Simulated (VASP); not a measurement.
Crystal: TiHg2.

```
Ti Hg
1.0
     0.00000    4.02561    4.02561
     4.02561    0.00000    4.02561
     4.02561    4.02561    0.00000
Ti Hg
2 4
Direct
  0.00000 0.00000 0.00000
  0.25000 0.25000 0.25000
  0.62500 0.62500 0.62500
  0.12500 0.62500 0.62500
  0.62500 0.62500 0.12500
  0.62500 0.12500 0.62500
```

```yaml
Program: VASP 6.6.1
Task: relaxation of cell and atoms
Functional: PBE
Potentials_or_basis: VASP PAW PBE potentials, release 64 (Ti_sv, Hg)
Cutoff: 600 eV
k_mesh: 8 × 8 × 8
Occupations: gaussian, width 0.1 eV
Spin: no spin polarisation
```

At the start: pressure -1.5 GPa; volume 21.75 Å³/atom.

**Question.** How do energy, volume and symmetry change on relaxing?

**Answer.** Over 3 steps the energy falls by 2.0 meV/atom and the volume is 21.33 Å³/atom (-1.9 %); space group Fd-3m (No. 227, to 0.1 Å) before and after.

The path:
| step | energy change (eV) | largest force (eV/Å) | pressure (GPa) | volume (Å³) |
| --- | --- | --- | --- | --- |
| 1 | 0.0000 | 0.0000 | -1.48 | 130.47 |
| 2 | -0.0085 | 0.0000 | 0.91 | 126.73 |
| 3 | -0.0120 | 0.0000 | 0.02 | 127.99 |

Final structure:
```
CELL_PARAMETERS angstrom
0.00000 3.99988 3.99988
3.99988 0.00000 3.99988
3.99988 3.99988 0.00000
ATOMIC_POSITIONS crystal
Ti 0.00000 0.00000 0.00000
Ti 0.25000 0.25000 0.25000
Hg 0.62500 0.62500 0.62500
Hg 0.12500 0.62500 0.62500
Hg 0.62500 0.62500 0.12500
Hg 0.62500 0.12500 0.62500
```
